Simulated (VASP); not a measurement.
Set up this calculation in VASP 6.6.1, as the native input.

```yaml
Task: single point
Functional: HSE06
Potentials_or_basis: VASP PAW PBE potentials, release 64 (Ba_sv, Te)
Cutoff: 520 eV
k_mesh: 4 × 4 × 4
Occupations: fermi-dirac, width 0.02 eV
Spin: no spin polarisation
Dipole_correction: no
Grid_for_exact_exchange_PRECFOCK: Normal
Further_INCAR_settings: ALGO = Normal; EDIFF = 1e-06; NBANDS = 15
Share_of_exact_exchange: 0.25
Screening_parameter: 0.2079 1/Å
```

BaTe:

```xyz
2
Lattice="0.0000 3.5238 3.5238 3.5238 0.0000 3.5238 3.5238 3.5238 0.0000" Properties=species:S:1:pos:R:3 pbc="T T T"
Ba    0.0000    0.0000    0.0000
Te    3.5238    3.5238    3.5238
```

The input as run:

POSCAR

```
BaTe
1.0
    0.0000000000      3.5238016896      3.5238016896
    3.5238016896      0.0000000000      3.5238016896
    3.5238016896      3.5238016896      0.0000000000
Ba Te
1 1
Direct
    0.0000000000      0.0000000000      0.0000000000
    0.5000000000      0.5000000000      0.5000000000
```

INCAR.step1

```
SYSTEM = BaTe
  PREC = Accurate
  ENCUT = 520
  EDIFF = 1E-5
  ISMEAR = -1
  SIGMA = 0.02
  LREAL = .False.
  LASPH = .True.
  NELM = 100
  ALGO = Normal
  ISIF = 2
  LWAVE = .True.
  LCHARG = .False.
  GGA = PE
  NBANDS = 15
```

INCAR.step2

```
SYSTEM = BaTe
  PREC = Accurate
  ENCUT = 520
  EDIFF = 1E-6
  ISMEAR = -1
  SIGMA = 0.02
  LREAL = .False.
  LASPH = .True.
  NELM = 100
  ALGO = Normal
  ISIF = 2
  LWAVE = .False.
  LCHARG = .False.
  GGA = PE
  LHFCALC = .True.
  HFSCREEN = 0.2079
  PRECFOCK = Normal
  ISTART = 1
  NBANDS = 15
```

KPOINTS

```
Automatic mesh
0
Gamma
  4 4 4
  0 0 0
```

Potentials or basis: VASP PAW PBE potentials, release 64 (Ba_sv, Te).

Run with:

```sh
$ cat potpaw_PBE.64/Ba_sv/POTCAR potpaw_PBE.64/Te/POTCAR > POTCAR
$ cp INCAR.step1 INCAR
$ mpirun -np 1 vasp_std > vasp.out
$ cp INCAR.step2 INCAR
$ mpirun -np 1 vasp_std > vasp.out
```

Results of the run:

```json
{"Pressure": "0.2 GPa", "Band gap on the k mesh": "2.28 eV (least direct gap 2.71 eV)"}
```

Caveat: the PAW data sets were made with another functional, which shifts forces and pressure a little; spin-orbit coupling is left out, which moves the levels of the heavy elements.

It took 5.4 min on 1 thread of Intel(R) Xeon(R) Platinum 8559C (Emerald Rapids) (shared host), peak memory 0.35 GiB.
